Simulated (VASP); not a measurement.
# Ag (Im-3m) in VASP: single point with r2SCAN

Aim: the single point of Ag with r2SCAN.

Program: VASP 6.6.1. These are calculated values, not measurements. Logs are shortened: lines on timing, memory, paths and dates and some standing lists are left out, and cuts for length are marked.

## 1. The cell of the first run

It takes space group Im-3m (No. 229, cubic). Conventional cell: a = 3.411 Å, b = 3.411 Å, c = 3.411 Å, α = 90.00°, β = 90.00°, γ = 90.00°. Within 3.9 Å of Ag (site symmetry m-3m) lie 14 Ag at 2.95 to 3.41 Å.

## 2. Single point, r2SCAN (strain +0.030 along x and y, +0.030 along z)

Contents of POSCAR:

```
Ag
1.0
   -1.7053236200      1.7053236200      1.7053236200
    1.7053236200     -1.7053236200      1.7053236200
    1.7053236200      1.7053236200     -1.7053236200
Ag
1
Direct
    0.0000000000      0.0000000000      0.0000000000
```

Contents of INCAR.step1:

```
ALGO = Normal
EDIFF = 1E-4
ENCUT = 520
GGA = PE
ISMEAR = 0
LASPH = True
LCHARG = False
LREAL = False
LWAVE = True
NBANDS = 12
NELM = 100
PREC = Accurate
SIGMA = 0.15
```

Contents of INCAR.step2:

```
ALGO = Normal
EDIFF = 1E-6
ENCUT = 520
ISIF = 2
ISMEAR = 0
ISTART = 1
LASPH = True
LCHARG = False
LMIXTAU = True
LREAL = False
LWAVE = False
METAGGA = R2SCAN
NBANDS = 12
NELM = 100
PREC = Accurate
SIGMA = 0.15
```

Contents of KPOINTS:

```
k-points
0
Gamma
  20 20 20
```

Potentials or basis: VASP PAW PBE potentials, release 64 (Ag).

Run with:

```
cat potpaw_PBE.64/Ag/POTCAR > POTCAR
cp INCAR.step1 INCAR
mpirun -np 1 vasp_std > vasp.out
cp INCAR.step2 INCAR
mpirun -np 1 vasp_std > vasp.out
```

OUTCAR:

```text
EDIFF = 1E-6
   ENCUT = 520
   ISIF = 2
   ISMEAR = 0
   ISTART = 1
   LASPH = True
   LREAL = False
   METAGGA = R2SCAN
   NELM = 100
   PREC = Accurate

 ion  position               nearest neighbor table
   1  0.000  0.000  0.000-

  LATTYP: Found a body centered cubic cell.
 ALAT       =     3.4106472400

  Lattice vectors:

 A1 = (  -1.7053236200,   1.7053236200,   1.7053236200)
 A2 = (   1.7053236200,  -1.7053236200,   1.7053236200)
 A3 = (   1.7053236200,   1.7053236200,  -1.7053236200)

Analysis of symmetry for initial positions (statically):
=====================================================================
 Subroutine PRICEL returns:
 Original cell was already a primitive cell.

 Routine SETGRP: Setting up the symmetry group for a
 body centered cubic supercell.

 Subroutine GETGRP returns: Found 48 space group operations
 (whereof 48 operations were pure point group operations)
 out of a pool of 48 trial point group operations.

The static configuration has the point symmetry O_h .

Analysis of symmetry for dynamics (positions and initial velocities):
=====================================================================
 Subroutine PRICEL returns:
 Original cell was already a primitive cell.

 Routine SETGRP: Setting up the symmetry group for a
 body centered cubic supercell.

 Subroutine GETGRP returns: Found 48 space group operations
 (whereof 48 operations were pure point group operations)
 out of a pool of 48 trial point group operations.

The dynamic configuration has the point symmetry O_h .

 Subroutine INISYM returns: Found 48 space group operations
 (whereof 48 operations are pure point group operations),
 and found     1 'primitive' translations

----------------------------------------------------------------------------------------

                                     Primitive cell

  volume of cell :      19.8372

  direct lattice vectors                    reciprocal lattice vectors
    -1.705323620  1.705323620  1.705323620     0.000000000  0.293199481  0.293199481
     1.705323620 -1.705323620  1.705323620     0.293199481  0.000000000  0.293199481
     1.705323620  1.705323620 -1.705323620     0.293199481  0.293199481  0.000000000

  length of vectors
     2.953707153  2.953707153  2.953707153     0.414646682  0.414646682  0.414646682

  position of ions in fractional coordinates (direct lattice)
     0.000000000  0.000000000  0.000000000

  ion indices of the primitive-cell ions
   primitive index   ion index
                 1           1

----------------------------------------------------------------------------------------

 KPOINTS: k-points

Automatic generation of k-mesh.
 Grid dimensions read from file:
 generate k-points for:   20   20   20

 Generating k-lattice:

  Cartesian coordinates                     Fractional coordinates (reciprocal lattice)
     0.000000000  0.014659974  0.014659974     0.050000000  0.000000000  0.000000000
     0.014659974  0.000000000  0.014659974     0.000000000  0.050000000  0.000000000
     0.014659974  0.014659974  0.000000000     0.000000000  0.000000000  0.050000000

  Length of vectors
     0.020732334  0.020732334  0.020732334

  Shift w.r.t. Gamma in fractional coordinates (k-lattice)
     0.000000000  0.000000000  0.000000000

 Subroutine IBZKPT returns following result:
 ===========================================

 Found    256 irreducible k-points:

 Following reciprocal coordinates:
            Coordinates               Weight
  0.000000  0.000000  0.000000      1.000000
  0.050000  0.000000  0.000000     12.000000
  0.100000  0.000000  0.000000     12.000000
  0.150000  0.000000  0.000000     12.000000
  0.200000  0.000000  0.000000     12.000000
  0.250000  0.000000  0.000000     12.000000
[... 16 lines left out ...]
  0.200000  0.100000  0.000000     48.000000
  0.250000  0.100000  0.000000     48.000000
 [... further k-points ...]
   k-points           NKPTS =    256   k-points in BZ     NKDIM =    256   number of bands    NBANDS=     12
   number of dos      NEDOS =    301   number of ions     NIONS =      1
   total plane-waves  NPLWV =  13824
   dimension x,y,z NGX =    24 NGY =   24 NGZ =   24
   dimension x,y,z NGXF=    48 NGYF=   48 NGZF=   48
   ions per type =               1
   NGX,Y,Z   is equivalent  to a cutoff of  13.51, 13.51, 13.51 a.u.
   NGXF,Y,Z  is equivalent  to a cutoff of  27.02, 27.02, 27.02 a.u.
 SYSTEM =  unknown system
   PREC   = accura    normal or accurate (medium, high low for compatibility)
   ISTART =      1    job   : 0-new  1-cont  2-samecut
   ICHARG =      0    charge: 1-file 2-atom 10-const
   ISPIN  =      1    spin polarized calculation?
   LNONCOLLINEAR =      F non collinear calculations
   LSORBIT =      F    spin-orbit coupling
   LASPH  =      T    aspherical Exc in radial PAW
   ENCUT  =  520.0 eV  38.22 Ry    6.18 a.u.   5.49  5.49  5.49*2*pi/ulx,y,z
   NELM   =    100;   NELMIN=  2; NELMDL=  0     # of ELM steps
   EDIFF  = 0.1E-05   stopping-criterion for ELM
   LREAL  =      F    real-space projection
   EDIFFG = 0.1E-04   stopping-criterion for IOM
   NSW    =      0    number of steps for IOM
   IBRION =     -1    ionic relax: 0-MD 1-quasi-New 2-CG
   NFREE  =      0    steps in history (QN), initial steepest desc. (CG)
   ISIF   =      2    stress and relaxation
   ISYM   =      2    0-nonsym 1-usesym 2-fastsym
   POTIM  = 0.5000    time-step for ionic-motion
   TEBEG  =    0.0;   TEEND  =   0.0 temperature during run
   PSTRESS=    0.0 pullay stress
   NELECT =      11.0000    total number of electrons
   NUPDOWN=      -1.0000    fix difference up-down
   EMIN   =  10.00;   EMAX   =-10.00  energy-range for DOS
   EFERMI =   0.00;   METHOD = LEGACY
   ISMEAR =     0;   SIGMA  =   0.15  broadening in eV -4-tet -1-fermi 0-gaus
   EFERMI_NEDOS =   21; number of points for ismear=-14 and -15
   IALGO  =     38    algorithm
   IMIX   =      4    mixing-type and parameters
     AMIX     =   0.40;   BMIX     =  1.00
     AMIX_MAG =   1.60;   BMIX_MAG =  1.00
  volume/ion in A,a.u.               =      19.84       133.87
  Fermi-wavevector in a.u.,A,eV,Ry     =   1.344969  2.541623 24.612143  1.808941
  Thomas-Fermi vector in A             =   2.472920
   LORBIT       =      0    0 simple, 1 ext, 2 COOP (PROOUT), +10 PAW based schemes
   METAGGA = R2SCAN    functional components
   LHFCALC =     F    Hartree Fock is set to
   AEXX    =    0.0000 exact exchange contribution
   IVDW    =     0    specifies the selected vdW correction
   LEPSILON=     F    determine dielectric tensor
   LRPA    =     F    only Hartree local field effects (RPA)
 non-spin polarized calculation
 Gauss-broadening in eV      SIGMA  =   0.15
  energy-cutoff  :      520.00
  volume of cell :       19.84
 maximum number of plane-waves:       555
 NGX is ok and might be reduce to    24
   NGX = 11   NGY = 11   NGZ = 11

 number of electron      11.0000002 magnetization

 Free energy of the ion-electron system (eV)
  ---------------------------------------------------
  ext. energy  EPLUGINS =         0.00000000
  ---------------------------------------------------
  free energy    TOTEN  =       -21.24813857 eV

  energy without entropy =      -21.24443982  energy(sigma->0) =      -21.24628919

 E-fermi :   6.5505     XC(G=0): -11.9464

 val. band max:        6.5200331890   @ k =  -0.3000   0.4000   0.2000
 cond. band min:       6.5892231157   @ k =  -0.3500   0.4000   0.2000
 fundamental gap:      0.0691899266
 Fermi energy:         6.5505137661

 k-point     1 :       0.0000    0.0000    0.0000
  band No.  band energies     occupation
      1      -0.3507      2.00000
      2       1.7706      2.00000
      3       1.7706      2.00000
      4       1.7706      2.00000
      5       2.8216      2.00000
      6       2.8216      2.00000
      7      24.5656      0.00000
      8      24.5656      0.00000
      9      24.5656      0.00000
     10      28.7719      0.00000
     11      28.7719      0.00000
     12      28.7719      0.00000

 k-point     2 :       0.0500    0.0000    0.0000
  band No.  band energies     occupation
      1      -0.2748      2.00000
      2       1.7548      2.00000
      3       1.7741      2.00000
      4       1.8088      2.00000
      5       2.8045      2.00000
      6       2.8226      2.00000
      7      24.2787      0.00000
      8      24.5216      0.00000
      9      24.5889      0.00000
     10      27.8986      0.00000
     11      27.9726      0.00000
     12      28.2558      0.00000

 k-point     3 :       0.1000    0.0000    0.0000
  band No.  band energies     occupation
      1      -0.0541      2.00000
      2       1.7095      2.00000
      3       1.7872      2.00000
      4       1.9213      2.00000
      5       2.7607      2.00000
      6       2.8259      2.00000
      7      23.3091      0.00000
      8      24.2709      0.00000
      9      24.6543      0.00000
     10      26.8542      0.00000
     11      27.1515      0.00000
     12      27.2556      0.00000
[... 286 lines left out ...]
 k-point    23 :       0.2000    0.1000    0.0000
  band No.  band energies     occupation
      1       1.0140      2.00000
      2       1.5032      2.00000
      3       1.9879      2.00000
      4       2.6155      2.00000
      5       2.8395      2.00000
      6       3.1416      2.00000
      7      17.9277      0.00000
      8      20.2992      0.00000
      9      22.4572      0.00000
     10      25.3257      0.00000
     11      27.9373      0.00000
     12      28.1421      0.00000

 k-point    24 :       0.2500    0.1000    0.0000
  band No.  band energies     occupation
      1       1.0146      2.00000
      2       1.4083      2.00000
      3       2.3523      2.00000
      4       2.6390      2.00000
      5       2.9085      2.00000
      6       3.7661      2.00000
      7      15.9576      0.00000
      8      19.6182      0.00000
      9      21.6291      0.00000
     10      25.4316      0.00000
     11      28.0199      0.00000
     12      28.6408      0.00000

 [... further k-points ...]
[... 5 lines left out ...]
  --------------------------------------------------------------------------------------
  -------------------------------------------------------------------------------------
  Total       -1.1075380     -1.1075380     -1.1075380     -0.0000000     -0.0000000     -0.0000000
  in kB      -89.4517418    -89.4517418    -89.4517418     -0.0000000     -0.0000000     -0.0000000
  external PRESSURE =     -89.4517418 kB  Pullay stress =       0.0000000 kB

 VOLUME and BASIS-vectors are now :
 -----------------------------------------------------------------------------
  energy-cutoff  :      520.00
  volume of cell :       19.84
      direct lattice vectors                 reciprocal lattice vectors
    -1.705323620  1.705323620  1.705323620     0.000000000  0.293199481  0.293199481
     1.705323620 -1.705323620  1.705323620     0.293199481  0.000000000  0.293199481
     1.705323620  1.705323620 -1.705323620     0.293199481  0.293199481  0.000000000

 POSITION                                       TOTAL-FORCE (eV/Angst)
 -----------------------------------------------------------------------------------
      0.00000      0.00000      0.00000        -0.000000      0.000000      0.000000
 -----------------------------------------------------------------------------------
    total drift:                                0.000000      0.000000     -0.000000

  FREE ENERGIE OF THE ION-ELECTRON SYSTEM (eV)
  ---------------------------------------------------
  free  energy   TOTEN  =       -21.2481385671 eV

  energy  without entropy=      -21.2444398156  energy(sigma->0) =      -21.24628919
```

Wall time 54 s (1 thread of Intel Xeon 6975P-C (Granite Rapids), shared host); peak memory 0.19 GiB.

What came out:

```
Free energy : -21.2481 eV
Pressure    : -8.9 GPa
```

Caveat: the cell differs from its parent crystal (strain +0.030 along x and y, +0.030 along z); the PAW data sets were made with another functional, which shifts forces and pressure a little.
